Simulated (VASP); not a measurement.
A run of VASP 6.6.1 is set up as follows.

The input INCAR:

```
SYSTEM = W
PREC = Accurate
ENCUT = 520
EDIFF = 1E-6
ISMEAR = 0
SIGMA = 0.1
LREAL = .False.
LASPH = .True.
NELM = 60
ALGO = Normal
ISIF = 2
LWAVE = .False.
LCHARG = .False.
LDIPOL = .True.
IDIPOL = 3
DIPOL = 0.5 0.5 0.501
GGA = PE
NBANDS = 28
```

Contents of KPOINTS:

```
regular mesh
0
Gamma
  12 12 1
  0 0 0
```

POSCAR

```
W
1.0
    2.8547213223      0.0000000000      0.0000000000
   -1.4273606611      2.4722611858      0.0000000000
    0.0000000000      0.0000000000     18.6617403983
W
3
Direct
    0.6666666667      0.3333333333      0.3750989913
    0.3333333333      0.6666666667      0.5009609391
    0.0000000000      0.0000000000      0.6268087594
```

Potentials or basis: VASP PAW PBE potentials, release 64 (W_sv).

The run is started by

```console
$ cat potpaw_PBE.64/W_sv/POTCAR > POTCAR
$ mpirun -np 1 vasp_std > vasp.out
```

(1) What does it give for the largest force?

(2) Estimate the band gap on the k mesh.

Results:

(1) 0.022 eV/Å.

(2) zero (band 21 reaches 1.78 eV, above the bottom of band 22 at 0.25 eV).

Caveat: spin-orbit coupling is left out, which moves the levels of the heavy elements.
